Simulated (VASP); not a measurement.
Set up this calculation in VASP 6.6.1, as the native input.

| Quantity | Value |
| --- | --- |
| Task | single point |
| Functional | PBE |
| Potentials or basis | VASP PAW PBE potentials, release 64 (K_sv) |
| Cutoff | 520 eV |
| k mesh | 10 × 10 × 6 |
| Occupations | fermi-dirac, width 0.05 eV |
| Spin | no spin polarisation |
| Dipole correction | no |
| Further INCAR settings | ALGO = Normal; EDIFF = 1e-06; NBANDS = 16 |

The structure of K lies in POSCAR:

```
K
1.0
    4.3665806013      0.0000000000      0.0000000000
   -2.1832903006      3.7815697284      0.0000000000
    0.0000000000      0.0000000000      7.0738605741
K
2
Direct
    0.3333333333      0.6666666667      0.2500000000
    0.6666666667      0.3333333333      0.7500000000
```

The input as run:

INCAR

```
SYSTEM = K
PREC = Accurate
ENCUT = 520
EDIFF = 1E-6
ISMEAR = -1
SIGMA = 0.05
LREAL = .False.
LASPH = .True.
NELM = 60
ALGO = Normal
ISIF = 2
LWAVE = .False.
LCHARG = .True.
GGA = PE
LELF = .True.
LVHAR = .True.
NBANDS = 16
```

KPOINTS

```
regular mesh
0
Gamma
  10 10 6
  0 0 0
```

Potentials or basis: VASP PAW PBE potentials, release 64 (K_sv).

Launch:

```sh
$ cat potpaw_PBE.64/K_sv/POTCAR > POTCAR
$ mpirun -np 1 vasp_std > vasp.out
```

Results of the run:

```json
{
  "Pressure": "1.3 GPa",
  "Band gap on the k mesh": "zero (band 9 reaches 1.41 eV, above the bottom of band 10 at -1.18 eV)"
}
```

Wall time 49 s on 1 thread of Intel(R) Xeon(R) Platinum 8488C (Sapphire Rapids), with other jobs on the host, peak memory 0.26 GiB.
